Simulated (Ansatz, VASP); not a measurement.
**K in VASP and in Ansatz**

Contents of INCAR:

```
SYSTEM = K
ALGO = Normal ; EDIFF = 1E-7
ENCUT = 520 ; GGA = RP
ISIF = 2 ; ISMEAR = -1
LASPH = .True. ; LCHARG = .True.
LELF = .True. ; LREAL = .False.
LVHAR = .True. ; LWAVE = .False.
NBANDS = 16 ; NELM = 80
PREC = Accurate ; SIGMA = 0.1
```

KPOINTS

```
k-points
0
Gamma
  6 6 6
  0 0 0
```

POSCAR

```
K
1.0
    0.0000000000      4.8473594538      4.8473594538
    4.8473594538      0.0000000000      4.8473594538
    4.8473594538      4.8473594538      0.0000000000
K
2
Direct
    0.1250000000      0.1250000000      0.1250000000
    0.8750000000      0.8750000000      0.8750000000
```

Input for Ansatz:

```yaml
crystal:
  lattice:
    - [0.0, 4.8473594538, 4.8473594538]
    - [4.8473594538, 0.0, 4.8473594538]
    - [4.8473594538, 4.8473594538, 0.0]
  atoms:
    - { symbol: K, position: [0.125, 0.125, 0.125] }
    - { symbol: K, position: [0.875, 0.875, 0.875] }
hamiltonian:
  xc: rpbe
  pseudopotentials:
    kind: paw
    azcp:
      K: "pseudopotentials/K.paw.azcp"
basis:
  ecutwfc: 420
  fft_grid_basis: typed
kpoints:
  mp_grid: { grid: [6, 6, 6], shift: [0, 0, 0] }
magnetization:
  spin_polarized: false
scf:
  occupations: { method: fermi_dirac, width: 0.1 }
  lower_state_search: "off"
output:
  stress: true
```

Alike in both runs: task single point; functional RPBE; k mesh 6 × 6 × 6; occupations fermi-dirac, width 0.1 eV; no spin polarisation.

|  | VASP | Ansatz |
| --- | --- | --- |
| version | VASP 6.6.1 | Ansatz 0.2.0 |
| potentials or method | VASP PAW PBE potentials, release 64 (K_sv), cutoff 520 eV | plane waves (420 eV) with PAW, scalar-relativistic |
| valence electrons in the cell | 18 | 18 |

|  | VASP | Ansatz | Ansatz less VASP |
| --- | --- | --- | --- |
| pressure (GPa) | 0.1 | 0.1 | +0.01 |

VASP's potentials were made for PBE, not for RPBE.
